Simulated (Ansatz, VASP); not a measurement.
Cs: VASP beside Ansatz

```
Cs
1.0
     0.00000    5.94971    5.94971
     5.94971    0.00000    5.94971
     5.94971    5.94971    0.00000
Cs
2
Direct
  0.12500 0.12500 0.12500
  0.87500 0.87500 0.87500
```

Alike in both runs: functional RPBE; k mesh 5 × 5 × 5; occupations fermi-dirac, width 0.1 eV; no spin polarisation.

Ansatz relaxed the structure, and its values are those at the end. VASP's run is a single point on that final structure, the one shown.

|  | VASP | Ansatz |
| --- | --- | --- |
| version | VASP 6.6.1 | Ansatz 0.2.0 |
| potentials or method | VASP PAW PBE potentials, release 64 (Cs_sv), cutoff 520 eV | plane waves (420 eV) with PAW, scalar-relativistic |
| valence electrons in the cell | 18 | 18 |

```tsv
	VASP	Ansatz	Ansatz less VASP
pressure (GPa)	0.0	0.0	0.00
```

VASP's potentials were made for PBE, not for RPBE. The functional is the same, so the differences come from potentials, cutoffs and numerics.

Neither program's run includes spin-orbit coupling.
